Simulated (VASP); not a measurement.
Write the native input for VASP 6.6.1 that does the following.

```yaml
Task: single point
Functional: r2SCAN
Potentials_or_basis: VASP PAW PBE potentials, release 64 (Ba_sv, Sb, P)
Cutoff: 550 eV
k_mesh: 3 × 3 × 3
Occupations: gaussian, width 0.01 eV
Spin: no spin polarisation
Dipole_correction: no
Further_INCAR_settings: ALGO = Normal; EDIFF = 1e-06; NBANDS = 28
```

Ba3SbP:

```
Ba Sb P
1.0
     6.11318    0.00000    0.00000
     0.00000    6.11318    0.00000
     0.00000    0.00000    6.11318
Ba Sb P
3 1 1
Direct
  0.00000 0.50000 0.50000
  0.50000 0.00000 0.50000
  0.50000 0.50000 0.00000
  0.00000 0.00000 0.00000
  0.50000 0.50000 0.50000
```

One way to write it, as run:

POSCAR

```
Ba3SbP
1.0
    6.1131770000      0.0000000000      0.0000000000
    0.0000000000      6.1131770000      0.0000000000
    0.0000000000      0.0000000000      6.1131770000
Ba Sb P
3 1 1
Direct
    0.0000000000      0.5000000000      0.5000000000
    0.5000000000      0.0000000000      0.5000000000
    0.5000000000      0.5000000000      0.0000000000
    0.0000000000      0.0000000000      0.0000000000
    0.5000000000      0.5000000000      0.5000000000
```

INCAR.step1

```
ALGO = Normal
EDIFF = 1E-5
ENCUT = 550
GGA = PE
GGA_COMPAT = False
ISMEAR = 0
LASPH = True
LCHARG = False
LREAL = False
LWAVE = True
NBANDS = 28
NELM = 120
PREC = Accurate
SIGMA = 0.01
```

INCAR.step2

```
ALGO = Normal
EDIFF = 1E-6
ENCUT = 550
GGA_COMPAT = False
ISIF = 2
ISMEAR = 0
ISTART = 1
LASPH = True
LCHARG = False
LMIXTAU = True
LREAL = False
LWAVE = False
METAGGA = R2SCAN
NBANDS = 28
NELM = 120
PREC = Accurate
SIGMA = 0.01
```

KPOINTS

```
k-points
0
Gamma
  3 3 3
```

Potentials or basis: VASP PAW PBE potentials, release 64 (Ba_sv, Sb, P).

The run is started by

```sh
$ cat potpaw_PBE.64/Ba_sv/POTCAR potpaw_PBE.64/Sb/POTCAR potpaw_PBE.64/P/POTCAR > POTCAR
$ cp INCAR.step1 INCAR
$ mpirun -np 1 vasp_std > vasp.out
$ cp INCAR.step2 INCAR
$ mpirun -np 1 vasp_std > vasp.out
```

Results of the run:

- Pressure: -0.1 GPa
- Band gap on the k mesh: 0.75 eV

Caveat: semilocal functionals underestimate gaps, and a narrow one can read as zero; the PAW data sets were made with another functional, which shifts forces and pressure a little; spin-orbit coupling is left out, which moves the levels of the heavy elements; an odd mesh through Γ misses points on the zone boundary, where band edges can lie.

It took 110 s on 1 thread of Intel(R) Xeon(R) Platinum 8375C CPU @ 2.90GHz (Ice Lake), on a shared host, peak memory 0.37 GiB.
